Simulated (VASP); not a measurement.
# YAl3N4 (Cmmm) in VASP: further runs

The runs below take YAl3N4 through single point, relaxation of cell and atoms, with PBE.

Everything below comes from runs of VASP 6.6.1. Logs are shortened: lines on timing, memory, paths and dates and some standing lists are left out, and cuts for length are marked.

### 1 The cell of the first run

Symmetry: Cmmm, No. 65, orthorhombic system. The conventional cell has a = 6.143 Å, b = 8.574 Å, c = 3.083 Å, α = 90.00°, β = 90.00°, γ = 90.00°. Y (site symmetry mmm) has 6 N at 2.27 to 2.29 Å and 10 Al at 3.05 to 3.07 Å and 2 Y at 3.08 Å within 3.1 Å. Al (site symmetry 2/m) has 6 N at 2.15 to 2.18 Å within 2.8 Å. Al (site symmetry mmm) has 6 N at 2.01 to 2.07 Å within 2.7 Å. Within 2.7 Å of N (site symmetry m2m) lie 5 Al at 2.01 to 2.18 Å and 1 Y at 2.27 Å. N (site symmetry 2mm) has 4 Al at 2.07 to 2.15 Å and 2 Y at 2.29 Å and 5 N at 2.77 to 2.89 Å within 2.9 Å.

### 2 Single point, PBE

File INCAR:

```
ALGO = Normal ; EDIFF = 1E-7
ENCUT = 520 ; GGA = PE
ISIF = 2 ; ISMEAR = 0
LASPH = True ; LCHARG = True
LELF = True ; LREAL = False
LVHAR = True ; LWAVE = False
NBANDS = 30 ; NELM = 60
PREC = Accurate ; SIGMA = 0.1
```

File KPOINTS:

```
k-points
0
Gamma
  4 4 6
```

File POSCAR:

```
YAl3N4
1.0
    3.0716271518     -4.2869588803      0.0000000000
    3.0716271518      4.2869588803      0.0000000000
    0.0000000000      0.0000000000      3.0827811197
Y Al N
1 3 4
Direct
    0.0000000000      0.0000000000      0.0000000000
    0.0000000000      0.5000000000      0.5000000000
    0.5000000000      0.0000000000      0.5000000000
    0.5000000000      0.5000000000      0.0000000000
    0.7347518510      0.2652481490      0.0000000000
    0.7252494120      0.7252494120      0.5000000000
    0.2747505880      0.2747505880      0.5000000000
    0.2652481490      0.7347518510      0.0000000000
```

Potentials or basis: VASP PAW PBE potentials, release 64 (Y_sv, Al, N).

Run with:

```sh
$ cat potpaw_PBE.64/Y_sv/POTCAR potpaw_PBE.64/Al/POTCAR potpaw_PBE.64/N/POTCAR > POTCAR
$ mpirun -np 1 vasp_std > vasp.out
```

OUTCAR:

```text
EDIFF = 1E-7
   ENCUT = 520
   GGA = PE
   ISIF = 2
   ISMEAR = 0
   LASPH = True
   LREAL = False
   NELM = 60
   PREC = Accurate

 ion  position               nearest neighbor table
   1  0.000  0.000  0.000-   5 2.27   8 2.27   7 2.29   6 2.29   6 2.29   7 2.29   2 3.05   3 3.05
                             2 3.05   3 3.05   2 3.05   2 3.05   3 3.05   3 3.05   4 3.07   4 3.07
   2  0.000  0.500  0.500-   6 2.15   7 2.15   5 2.18   8 2.18   5 2.18   8 2.18   1 3.05   4 3.05
                             1 3.05   4 3.05   1 3.05   1 3.05   4 3.05   4 3.05   3 3.07   3 3.07
   3  0.500  0.000  0.500-   6 2.15   7 2.15   5 2.18   8 2.18   5 2.18   8 2.18   1 3.05   4 3.05
                             1 3.05   4 3.05   4 3.05   4 3.05   1 3.05   1 3.05   2 3.07   2 3.07
   4  0.500  0.500  0.000-   5 2.01   8 2.01   7 2.07   6 2.07   6 2.07   7 2.07   2 3.05   3 3.05
                             2 3.05   3 3.05   3 3.05   3 3.05   2 3.05   2 3.05   1 3.07   1 3.07
   5  0.735  0.265  0.000-   4 2.01   3 2.18   2 2.18   2 2.18   3 2.18   1 2.27
   6  0.725  0.725  0.500-   4 2.07   4 2.07   2 2.15   3 2.15   1 2.29   1 2.29
   7  0.275  0.275  0.500-   4 2.07   4 2.07   2 2.15   3 2.15   1 2.29   1 2.29
   8  0.265  0.735  0.000-   4 2.01   3 2.18   2 2.18   2 2.18   3 2.18   1 2.27

  LATTYP: Found a base centered orthorhombic cell.
 ALAT       =     6.1432543036
 B/A-ratio  =     1.3956638187
 C/A-ratio  =     0.5018156448

  Lattice vectors:

 A1 = (   3.0716271518,  -4.2869588803,   0.0000000000)
 A2 = (   3.0716271518,   4.2869588803,   0.0000000000)
 A3 = (   0.0000000000,   0.0000000000,   3.0827811197)

Analysis of symmetry for initial positions (statically):
=====================================================================
 Subroutine PRICEL returns:
 Original cell was already a primitive cell.

 Routine SETGRP: Setting up the symmetry group for a
 base centered orthorhombic supercell.

 Subroutine GETGRP returns: Found  8 space group operations
 (whereof  8 operations were pure point group operations)
 out of a pool of  8 trial point group operations.

The static configuration has the point symmetry D_2h.

Analysis of symmetry for dynamics (positions and initial velocities):
=====================================================================
 Subroutine PRICEL returns:
 Original cell was already a primitive cell.

 Routine SETGRP: Setting up the symmetry group for a
 base centered orthorhombic supercell.

 Subroutine GETGRP returns: Found  8 space group operations
 (whereof  8 operations were pure point group operations)
 out of a pool of  8 trial point group operations.

[... 115 lines left out ...]
   NSW    =      0    number of steps for IOM
   IBRION =     -1    ionic relax: 0-MD 1-quasi-New 2-CG
   NFREE  =      0    steps in history (QN), initial steepest desc. (CG)
   ISIF   =      2    stress and relaxation
   ISYM   =      2    0-nonsym 1-usesym 2-fastsym
   POTIM  = 0.5000    time-step for ionic-motion
   TEBEG  =    0.0;   TEEND  =   0.0 temperature during run
   PSTRESS=    0.0 pullay stress
   NELECT =      40.0000    total number of electrons
   NUPDOWN=      -1.0000    fix difference up-down
   EMIN   =  10.00;   EMAX   =-10.00  energy-range for DOS
   EFERMI =   0.00;   METHOD = LEGACY
   ISMEAR =     0;   SIGMA  =   0.10  broadening in eV -4-tet -1-fermi 0-gaus
   EFERMI_NEDOS =   21; number of points for ismear=-14 and -15
   IALGO  =     38    algorithm
   IMIX   =      4    mixing-type and parameters
     AMIX     =   0.40;   BMIX     =  1.00
     AMIX_MAG =   1.60;   BMIX_MAG =  1.00
  volume/ion in A,a.u.               =      10.15        68.49
  Fermi-wavevector in a.u.,A,eV,Ry     =   1.292998  2.443413 22.746831  1.671845
  Thomas-Fermi vector in A             =   2.424671
   LORBIT       =      0    0 simple, 1 ext, 2 COOP (PROOUT), +10 PAW based schemes
   GGA     = PE    functional components
   LHFCALC =     F    Hartree Fock is set to
   AEXX    =    0.0000 exact exchange contribution
   IVDW    =     0    specifies the selected vdW correction
   LEPSILON=     F    determine dielectric tensor
   LRPA    =     F    only Hartree local field effects (RPA)
 non-spin polarized calculation
 Gauss-broadening in eV      SIGMA  =   0.10
  energy-cutoff  :      520.00
  volume of cell :       81.19
 maximum number of plane-waves:      2206
   NGX = 19   NGY = 19   NGZ = 11

 number of electron      40.0000002 magnetization

 Free energy of the ion-electron system (eV)
  ---------------------------------------------------
  ext. energy  EPLUGINS =         0.00000000
  ---------------------------------------------------
  free energy    TOTEN  =       -59.86399623 eV

  energy without entropy =      -59.86399623  energy(sigma->0) =      -59.86399623

 E-fermi :   8.2439     XC(G=0): -11.8161

 val. band max:        7.6856056717   @ k =   0.0000   0.0000   0.0000
 cond. band min:       9.4394276384   @ k =   0.0000   0.0000   0.0000
 fundamental gap:      1.7538219667
 Fermi energy:         8.2439112294

 k-point     1 :       0.0000    0.0000    0.0000
  band No.  band energies     occupation
      1     -32.7457      2.00000
      2     -13.3826      2.00000
      3     -13.2756      2.00000
      4     -12.3952      2.00000
      5      -8.2497      2.00000
      6      -5.6599      2.00000
[... 781 lines left out ...]
     29      16.6323      0.00000
     30      16.6834      0.00000

 [... further k-points ...]
[... 5 lines left out ...]
  --------------------------------------------------------------------------------------
  -------------------------------------------------------------------------------------
  Total       -0.1430685     -0.1575440     -0.1432914      0.0000000      0.0000000      0.0000000
  in kB       -2.8233457     -3.1090079     -2.8277452      0.0000000      0.0000000      0.0000000
  external PRESSURE =      -2.9200329 kB  Pullay stress =       0.0000000 kB

 VOLUME and BASIS-vectors are now :
 -----------------------------------------------------------------------------
  energy-cutoff  :      520.00
  volume of cell :       81.19
      direct lattice vectors                 reciprocal lattice vectors
     3.071627152 -4.286958880  0.000000000     0.162780173 -0.116632796  0.000000000
     3.071627152  4.286958880  0.000000000     0.162780173  0.116632796  0.000000000
     0.000000000  0.000000000  3.082781120     0.000000000  0.000000000  0.324382420

 POSITION                                       TOTAL-FORCE (eV/Angst)
 -----------------------------------------------------------------------------------
      0.00000      0.00000      0.00000         0.000000     -0.000000      0.000000
      1.53581      2.14348      1.54139         0.000000     -0.000000      0.000000
      1.53581     -2.14348      1.54139        -0.000000     -0.000000      0.000000
      3.07163      0.00000      0.00000         0.000000     -0.000000      0.000000
      3.07163     -2.01274      0.00000         0.000000     -0.000760      0.000000
      4.45539      0.00000      1.54139         0.002923     -0.000000      0.000000
      1.68786      0.00000      1.54139        -0.002923     -0.000000      0.000000
      3.07163      2.01274      0.00000         0.000000      0.000760      0.000000
 -----------------------------------------------------------------------------------
    total drift:                               -0.000000      0.000000     -0.000000

  FREE ENERGIE OF THE ION-ELECTRON SYSTEM (eV)
  ---------------------------------------------------
  free  energy   TOTEN  =       -59.8639962342 eV

  energy  without entropy=      -59.8639962342  energy(sigma->0) =      -59.86399623
```

OSZICAR:

```text
N       E                     dE             d eps       ncg     rms          rms(c)
DAV:   1     0.170708288137E+03    0.17071E+03   -0.20144E+04  1680   0.128E+03
DAV:   2    -0.562082086817E+02   -0.22692E+03   -0.21843E+03  2176   0.276E+02
DAV:   3    -0.679311555113E+02   -0.11723E+02   -0.11668E+02  2218   0.609E+01
DAV:   4    -0.682368144230E+02   -0.30566E+00   -0.30533E+00  2494   0.831E+00
DAV:   5    -0.682391700840E+02   -0.23557E-02   -0.23555E-02  2134   0.793E-01    0.494E+01
DAV:   6    -0.597612052485E+02    0.84780E+01   -0.33081E+01  2102   0.297E+01    0.428E+01
DAV:   7    -0.598875075890E+02   -0.12630E+00   -0.27408E+00  2126   0.734E+00    0.261E+01
DAV:   8    -0.598865109770E+02    0.99661E-03   -0.44589E-01  2092   0.362E+00    0.303E+00
DAV:   9    -0.598642480857E+02    0.22263E-01   -0.13566E-01  2054   0.171E+00    0.554E-01
DAV:  10    -0.598641684378E+02    0.79648E-04   -0.60708E-03  2050   0.454E-01    0.389E-01
DAV:  11    -0.598639901542E+02    0.17828E-03   -0.15949E-03  2152   0.257E-01    0.140E-01
DAV:  12    -0.598639927373E+02   -0.25831E-05   -0.18123E-04  2300   0.770E-02    0.688E-02
DAV:  13    -0.598639959351E+02   -0.31977E-05   -0.12905E-05  2316   0.227E-02    0.442E-02
DAV:  14    -0.598639962182E+02   -0.28316E-06   -0.22093E-06  2414   0.895E-03    0.519E-03
DAV:  15    -0.598639962342E+02   -0.16022E-07   -0.75016E-07  2112   0.516E-03
   1 F= -.59863996E+02 E0= -.59863996E+02  d E =-.170598E-16
```

Wall time 33 s (1 thread of Intel Xeon 6975P-C (Granite Rapids), shared host); peak memory 0.23 GiB.

Results:

* Free energy: -59.8640 eV
* Pressure: -0.3 GPa
* Band gap on the k mesh: 1.75 eV

Forces in eV/Å, atoms in the order of the input:
```
Y    0.000  0.000  0.000
Al   0.000  0.000  0.000
Al   0.000  0.000  0.000
Al   0.000  0.000  0.000
N    0.000 -0.001  0.000
N    0.003  0.000  0.000
N   -0.003  0.000  0.000
N    0.000  0.001  0.000
```

A k mesh can miss the band edges.

### 3 Single point, PBE

This run uses another cell than the first one, of 13.97 Å³/atom.

File INCAR:

```
ALGO = Normal
EDIFF = 1E-7
ENCUT = 520
GGA = PE
ISIF = 2
ISMEAR = 0
LASPH = True
LCHARG = False
LREAL = False
LWAVE = False
NBANDS = 30
NELM = 60
PREC = Accurate
SIGMA = 0.1
```

KPOINTS is that of step 2.

File POSCAR:

```
YAl3N4
1.0
    3.4059072300     -4.8166802000      0.0000000000
    3.4059072300      4.8166802000      0.0000000000
    0.0000000000      0.0000000000      3.4059072300
Y Al N
1 3 4
Direct
    0.0000000000      0.0000000000      0.0000000000
    0.0000000000      0.5000000000      0.5000000000
    0.5000000000      0.0000000000      0.5000000000
    0.5000000000      0.5000000000      0.0000000000
    0.7500000000      0.2500000000      0.0000000000
    0.7500000000      0.7500000000      0.5000000000
    0.2500000000      0.2500000000      0.5000000000
    0.2500000000      0.7500000000      0.0000000000
```

Potentials or basis: VASP PAW PBE potentials, release 64 (Y_sv, Al, N).

Run with:

```sh
$ cat potpaw_PBE.64/Y_sv/POTCAR potpaw_PBE.64/Al/POTCAR potpaw_PBE.64/N/POTCAR > POTCAR
$ mpirun -np 1 vasp_std > vasp.out
```

Run time: 58 s. Hardware: 1 thread of Intel Xeon 6975P-C (Granite Rapids), shared host; peak memory 0.3 GiB.

It converged, with:

- Free energy: -55.1557 eV
- Pressure: -31.6 GPa
- Largest force: 1.604 eV/Å
- Band gap on the k mesh: zero (bands 20 and 21 overlap by 0.02 eV)

Forces on the atoms (eV/Å):
```
Y    0.000  0.000  0.000
Al   0.000  0.000  0.000
Al   0.000  0.000  0.000
Al   0.000  0.000  0.000
N    0.000  1.338  0.000
N   -1.604  0.000  0.000
N    1.604  0.000  0.000
N    0.000 -1.338  0.000
```

Stress tensor (GPa, compression positive):
```
-33.09   0.00   0.00
  0.00 -32.05   0.00
  0.00   0.00 -29.79
```

Levels at points of the mesh, in eV from the Fermi level:
```tsv
k point	band 16	band 17	band 18	band 19	band 20	band 21	band 22	band 23	band 24	band 25
(0.00, 0.00, 0.00)	-0.78	-0.67	-0.17	-0.14	-0.12	-0.07	2.50	3.20	3.39	4.00
(0.50, 0.00, 0.00)	-1.00	-0.85	-0.83	-0.22	-0.19	2.23	2.60	3.58	4.06	5.45
(0.50, 0.50, 0.00)	-1.32	-1.28	-0.80	-0.66	-0.42	2.64	2.84	3.35	4.61	4.69
(0.00, 0.00, 0.50)	-2.27	-1.63	-1.61	-1.34	-0.60	3.38	3.42	4.59	4.69	4.72
(0.50, 0.00, 0.50)	-1.87	-1.81	-1.47	-0.56	-0.38	2.22	2.78	4.08	4.29	4.64
(0.50, 0.50, 0.50)	-1.36	-1.30	-1.08	-0.79	-0.68	0.26	3.06	3.19	3.41	3.50
```

Caveat: the cell stands under tension; semilocal functionals underestimate gaps, and a narrow one can read as zero; forces of over 1 eV/Å act on the atoms, so gaps and moduli don't describe the material at rest.

### 4 Single point, PBE

File INCAR:

```
PREC = Accurate
ENCUT = 520
EDIFF = 1E-6
ISMEAR = 0
SIGMA = 0.02
LREAL = False
LASPH = True
NELM = 100
ALGO = Normal
ISIF = 2
LWAVE = False
LCHARG = False
GGA = PE
NBANDS = 30
```

File KPOINTS:

```
Automatic mesh
0
Gamma
  6 6 10
```

File POSCAR:

```
YAl3N4
1.0
    3.0716271518     -4.2869588803      0.0000000000
    3.0716271518      4.2869588803      0.0000000000
    0.0000000000      0.0000000000      3.0827811197
Y Al N
1 3 4
Direct
    0.0000000000      0.0000000000      0.0000000000
    0.0000000000      0.5000000000      0.5000000000
    0.5000000000      0.0000000000      0.5000000000
    0.5000000000      0.5000000000      0.0000000000
    0.7347518510      0.2652481490      0.0000000000
    0.7252494120      0.7252494120      0.5000000000
    0.2747505880      0.2747505880      0.5000000000
    0.2652481490      0.7347518510      0.0000000000
```

Run with:

```sh
$ cat potpaw_PBE.64/Y_sv/POTCAR potpaw_PBE.64/Al/POTCAR potpaw_PBE.64/N/POTCAR > POTCAR
$ mpirun -np 1 vasp_std > vasp.out
```

It took 76 s on 1 thread of Intel Xeon 6975P-C (Granite Rapids), shared host; peak memory 0.32 GiB.

The run converged. Its results:

```
Free energy            : -59.8687 eV
Pressure               : -0.3 GPa
Band gap on the k mesh : 1.76 eV
```

Levels at points of the mesh, in eV from the valence-band top:
```
           k point  band 17  band 18  band 19  band 20  band 21  band 22  band 23  band 24
(0.00, 0.00, 0.00)    -1.13    -0.32    -0.30     0.00     1.76     2.34     4.44     5.53
(0.50, 0.00, 0.00)    -1.25    -1.16    -0.72    -0.70     3.16     3.99     4.10     6.12
(0.50, 0.50, 0.00)    -1.95    -1.84    -0.70    -0.59     2.22     5.12     5.57     5.68
(0.00, 0.00, 0.50)    -2.32    -2.15    -2.00    -0.84     4.56     5.37     5.62     5.76
(0.50, 0.00, 0.50)    -2.46    -2.38    -0.54    -0.37     2.97     4.15     4.19     5.74
(0.50, 0.50, 0.50)    -1.85    -1.68    -1.37    -1.12     2.09     2.20     2.46     4.67
```

A k mesh can miss the band edges.

### 5 Relaxation of cell and atoms, PBE

This run uses another cell than the first one, of 13.97 Å³/atom.

File INCAR:

```
SYSTEM = YAl3N4
  ALGO = Normal
  EDIFF = 1E-7
  EDIFFG = -0.04
  ENCUT = 600
  GGA = PE
  IBRION = 2
  ISIF = 3
  ISMEAR = 0
  LASPH = .TRUE.
  LCHARG = .FALSE.
  LREAL = .FALSE.
  LWAVE = .FALSE.
  NELM = 100
  NSW = 90
  PREC = Accurate
  SIGMA = 0.1
```

File KPOINTS:

```
k-points
0
G
  4 4 6
  0 0 0
```

File POSCAR:

```
YAl3N4
1.0
    3.4059072300     -4.8166802000      0.0000000000
    3.4059072300      4.8166802000      0.0000000000
    0.0000000000      0.0000000000      3.4059072300
Y Al N
1 3 4
Direct
    0.0000000000      0.0000000000      0.0000000000
    0.0000000000      0.5000000000      0.5000000000
    0.5000000000      0.0000000000      0.5000000000
    0.5000000000      0.5000000000      0.0000000000
    0.7500000000      0.2500000000      0.0000000000
    0.7500000000      0.7500000000      0.5000000000
    0.2500000000      0.2500000000      0.5000000000
    0.2500000000      0.7500000000      0.0000000000
```

Run with:

```sh
$ cat potpaw_PBE.64/Y_sv/POTCAR potpaw_PBE.64/Al/POTCAR potpaw_PBE.64/N/POTCAR > POTCAR
$ mpirun -np 1 vasp_std > vasp.out
```

It took 5.8 min on 1 thread of Intel Xeon 6975P-C (Granite Rapids), shared host; peak memory 0.33 GiB.

Results (log left out):

| Item | Value |
| --- | --- |
| Free energy | -59.9105 eV |
| Relaxed volume | 10.13 Å³/atom |
| Relaxed cell | a = 5.278 Å, b = 5.278 Å, c = 3.076 Å, α = 90.00°, β = 90.00°, γ = 108.96° |
| Space group after relaxing (to 0.1 Å) | Cmmm (No. 65) |
| Energy gained by relaxing | 593.5 meV/atom |
| Ionic steps | 8 |
| Pressure after relaxing | 0.0 GPa |
| Largest force after relaxing | 0.031 eV/Å |
| Band gap on the k mesh | 1.75 eV |

Forces on the atoms (eV/Å):
```
Y    0.000  0.000  0.000
Al   0.000  0.000  0.000
Al   0.000  0.000  0.000
Al   0.000  0.000  0.000
N    0.000  0.031  0.000
N    0.021  0.000  0.000
N   -0.021  0.000  0.000
N    0.000 -0.031  0.000
```

Stress tensor (GPa, compression positive):
```
 0.09  0.00  0.00
 0.00 -0.47  0.00
 0.00  0.00  0.26
```

The path:
```
step  energy change (eV)  largest force (eV/Å)  pressure (GPa)  volume (Å³)
   1              0.0000                1.6038          -31.75       111.75
   2             -3.5935                3.2229           31.99        72.69
   3             -4.2541                2.8658            3.00        81.05
   4             -4.6660                1.0058            4.71        79.23
   5             -4.7273                0.1349            3.65        79.70
   6             -4.7381                0.0428           -2.76        82.12
   7             -4.7465                0.0779           -0.28        81.14
   8             -4.7481                0.0311           -0.04        81.04
```

Final structure:
```
CELL_PARAMETERS angstrom
3.06670 -4.29623 0.00000
3.06670 4.29623 0.00000
0.00000 0.00000 3.07563
ATOMIC_POSITIONS crystal
Y 0.00000 0.00000 0.00000
Al 0.00000 0.50000 0.50000
Al 0.50000 0.00000 0.50000
Al 0.50000 0.50000 0.00000
N 0.73518 0.26482 0.00000
N 0.72478 0.72478 0.50000
N 0.27522 0.27522 0.50000
N 0.26482 0.73518 0.00000
```

Levels at points of the mesh, in eV from the valence-band top:
| k point | band 17 | band 18 | band 19 | band 20 | band 21 | band 22 | band 23 | band 24 |
| --- | --- | --- | --- | --- | --- | --- | --- | --- |
| (0.00, 0.00, 0.00) | -1.14 | -0.31 | -0.30 | 0.00 | 1.75 | 2.36 | 4.48 | 5.50 |
| (0.50, 0.00, 0.00) | -1.25 | -1.16 | -0.71 | -0.71 | 3.16 | 4.00 | 4.12 | 6.13 |
| (0.50, 0.50, 0.00) | -1.96 | -1.83 | -0.68 | -0.60 | 2.20 | 5.13 | 5.60 | 5.69 |
| (0.00, 0.00, 0.50) | -2.33 | -2.14 | -2.00 | -0.86 | 4.55 | 5.37 | 5.61 | 5.76 |
| (0.50, 0.00, 0.50) | -2.46 | -2.40 | -0.54 | -0.35 | 2.96 | 4.15 | 4.19 | 5.75 |
| (0.50, 0.50, 0.50) | -1.87 | -1.67 | -1.37 | -1.13 | 2.08 | 2.21 | 2.46 | 4.70 |

Caveat: the volume moved by over 15 % at a fixed basis, so the end points are rough. A k mesh can miss the band edges.

### 6 The runs side by side

| task | cell | k mesh | cutoff (eV) | smearing | gap on the mesh (eV) | pressure (GPa) | largest force (eV/Å) |
| --- | --- | --- | --- | --- | --- | --- | --- |
| single point | a = 5.274, b = 5.274, c = 3.083 Å, angles 90.0, 90.0, 108.8°, 8 atoms, atomic positions A | 4 × 4 × 6 | 520 | gaussian 0.1 eV | 1.75 | -0.3 | - |
| single point | a = 5.899, b = 5.899, c = 3.406 Å, angles 90.0, 90.0, 109.5°, 8 atoms, atomic positions B | 4 × 4 × 6 | 520 | gaussian 0.1 eV | none | -31.6 | 1.60 |
| single point | a = 5.274, b = 5.274, c = 3.083 Å, angles 90.0, 90.0, 108.8°, 8 atoms, atomic positions A | 6 × 6 × 10 | 520 | gaussian 0.02 eV | 1.76 | -0.3 | - |
| relaxation of cell and atoms | relaxed from a = 5.899, b = 5.899, c = 3.406 Å, angles 90.0, 90.0, 109.5°, 8 atoms, atomic positions B | 4 × 4 × 6 | 600 | gaussian 0.1 eV | 1.75 | 0.0 | 0.03 |

Alike in all rows: level PBE; potentials or basis VASP PAW PBE potentials, release 64 (Y_sv, Al, N); no spin polarisation.

Caveats: the cell stands under tension (at least some runs); semilocal functionals underestimate gaps, and a narrow one can read as zero (at least some runs); forces of over 1 eV/Å act on the atoms, so gaps and moduli don't describe the material at rest (at least some runs); the volume moved by over 15 % at a fixed basis, so the end points are rough (at least some runs).

Absolute energies hang on the potentials; compare differences alone.

The gap in the log of VASP goes by the Fermi energy; the results here count the filled bands.